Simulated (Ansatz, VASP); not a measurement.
# One calculation of MgB2, two programs

Contents of INCAR:

```
SYSTEM = MgB2
PREC = Accurate
ENCUT = 600
EDIFF = 1E-6
ISMEAR = 0
SIGMA = 0.1
LREAL = .False.
LASPH = .True.
NELM = 120
ALGO = Normal
ISIF = 2
LWAVE = .False.
LCHARG = .False.
GGA = PS
NBANDS = 11
GGA_COMPAT = .False.
```

KPOINTS

```
Automatic mesh
0
Gamma
  15 15 12
  0 0 0
```

Contents of POSCAR:

```
MgB2
1.0
    3.0616662444      0.0000000000      0.0000000000
   -1.5308331222      2.6514807456      0.0000000000
    0.0000000000      0.0000000000      3.5045635065
Mg B
1 2
Direct
    0.0000000000      0.0000000000      0.0000000000
    0.6666666667      0.3333333333      0.5000000000
    0.3333333333      0.6666666667      0.5000000000
```

Input for Ansatz:

```yaml
crystal:
  lattice:
    - [3.0616662444, 0.0, 0.0]
    - [-1.5308331222, 2.6514807456, 0.0]
    - [0.0, 0.0, 3.5045635065]
  atoms:
    - { symbol: Mg, position: [0.0, 0.0, 0.0] }
    - { symbol: B, position: [0.6666666667, 0.3333333333, 0.5] }
    - { symbol: B, position: [0.3333333333, 0.6666666667, 0.5] }
basis:
  ecutwfc: 600.0
kpoints:
  mp_grid: { grid: [15, 15, 12] }
hamiltonian:
  xc: pbesol
  pseudopotentials: { kind: paw, azcp: { folder: soft_1 } }
scf:
  occupations: { method: gaussian, width: 0.1 }
output:
  forces: true
  stress: true
  eigenvalues: true
```

Alike in both runs: task single point; functional PBEsol; k mesh 15 × 15 × 12; occupations gaussian, width 0.1 eV; no spin polarisation.

```csv
,VASP,Ansatz
version,VASP 6.6.1,Ansatz 0.2.0
potentials or method,"VASP PAW PBE potentials, release 64 (Mg, B), cutoff 600 eV","scalar-relativistic, plane waves, PAW"
valence electrons in the cell,8,16
```

VASP gave:

- gap on the k mesh at the Fermi level (eV): none
- pressure (GPa): 0.0
- traceless stress, the component that is largest in VASP (GPa): -0.17

**Question.** Which values does Ansatz return?

**Answer.** gap on the k mesh at the Fermi level (eV): none; pressure (GPa): 0.0; traceless stress, the component that is largest in VASP (GPa): 0.00.

VASP's potentials were made for PBE, not for PBEsol, and Ansatz warns of the same on its side. A gap of «none» marks a metal or a gap that the smearing closes. VASP's potentials hold 8 valence electrons a cell and Ansatz's 16, so a difference there can come from the potentials and not from the codes.
